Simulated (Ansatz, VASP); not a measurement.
**P in VASP and in Ansatz**

```xyz
1
Lattice="4.2729 0.0000 0.0000 0.0000 4.2729 0.0000 0.0000 0.0000 4.1591" Properties=species:S:1:pos:R:3 pbc="T T T"
P     0.0000    0.0000    0.0000
```

Change from the starting cell: strain +0.000 along x and y, -0.050 along z, atoms carried along.

Alike in both runs: task single point; functional r2SCAN; k mesh 12 × 12 × 12; occupations gaussian, width 0.15 eV; no spin polarisation.

```csv
,VASP,Ansatz
version,VASP 6.6.1,Ansatz 0.2.0
potentials or method,"VASP PAW PBE potentials, release 64 (P), cutoff 520 eV","scalar-relativistic, plane waves, PAW"
valence electrons in the cell,5,5
```

|  | VASP | Ansatz | Ansatz less VASP |
| --- | --- | --- | --- |
| gap on the k mesh at the Fermi level (eV) | none | none | - |
| pressure (GPa) | -4.4 | -4.4 | -0.02 |
| traceless stress, the component that is largest in VASP (GPa) | -0.32 | -0.32 | 0.000 |

VASP's potentials were made for PBE, not for r2SCAN. A gap of «none» marks a metal or a gap that the smearing closes. With one functional, cell and mesh, what is left measures potentials, basis and numerics.
